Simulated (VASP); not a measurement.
# AlN: single point with PBE

Crystal: AlN.

```
Al N
1.0
    -4.36799    4.36799    0.00000
    -4.36799    0.00000    4.36799
     0.00000    4.36799    4.36799
Al N
8 8
Direct
  0.00000 0.00000 0.00000
  0.50000 0.00000 0.00000
  0.00000 0.50000 0.00000
  0.00000 0.00000 0.50000
  0.50000 0.50000 0.00000
  0.50000 0.00000 0.50000
  0.00000 0.50000 0.50000
  0.50000 0.50000 0.50000
  0.62500 0.62500 0.12500
  0.12500 0.62500 0.12500
  0.62500 0.12500 0.12500
  0.62500 0.62500 0.62500
  0.12500 0.12500 0.12500
  0.12500 0.62500 0.62500
  0.62500 0.12500 0.62500
  0.12500 0.12500 0.62500
```

```
Program                : VASP 6.6.1
Task                   : single point
Functional             : PBE
Potentials or basis    : VASP PAW PBE potentials, release 64 (Al, N)
Cutoff                 : 520 eV
k mesh                 : 2 × 2 × 2, shifted
Occupations            : gaussian, width 0.1 eV
Spin                   : no spin polarisation
Dipole correction      : no
Further INCAR settings : LREAL = Auto; ALGO = Normal; EDIFF = 1e-06; NBANDS = 46; ISYM = 0
```

* Pressure: 4.7 GPa
* Band gap on the k mesh: 4.24 eV

Levels at points of the mesh, in eV from the valence-band top:
```
           k point  band 30  band 31  band 32  band 33  band 34  band 35
(0.25, 0.25, 0.25)    -0.34     0.00     0.00     4.24     4.24     4.24
```

Run time: 3.2 min on 1 thread of Intel(R) Xeon(R) Platinum 8488C (Sapphire Rapids) (shared host), peak memory 0.33 GiB.

Caveat: the k points lie up to 0.62 Å⁻¹ apart; a shifted mesh leaves out Γ, where band edges can lie. A k mesh can miss the band edges.
